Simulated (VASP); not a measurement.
Runs of VASP 6.6.1 on Cs. The structure is that of space group Pm-3m (No. 221), or close to it. The cells are those of the table. This isn't the form of Cs at room conditions, which is bcc.

```csv
task,cell,cutoff (eV),gap on the mesh (eV),pressure (GPa)
single point,"a = 4.987 Å, 1 atom",520,none,-0.1
single point,"a = 4.856 Å, 1 atom",520,none,(a)
relaxation of cell and atoms,"relaxed from a = 4.923 Å, 1 atom",600,none,0.0
single point,"a = 4.923 Å, 1 atom",520,none,0.0
single point,"a = 4.717 Å, 1 atom",520,none,0.2
```

Alike in all rows: level PBEsol; potentials or basis VASP PAW PBE potentials, release 64 (Cs_sv); no spin polarisation; k mesh 7 × 7 × 7; smearing fermi-dirac 0.1 eV.

Problem. Estimate the missing entries.

Solution. (a) 0.1.

Caveats: the PAW data sets were made with another functional, which shifts forces and pressure a little; spin-orbit coupling is left out, which moves the levels of the heavy elements; the relaxation stopped at its first step, so nothing moved (at least some runs).

A k mesh can miss the band edges, and the runs leave out spin-orbit coupling on Cs.

A gap of «none» marks levels without a gap at the run's occupations.
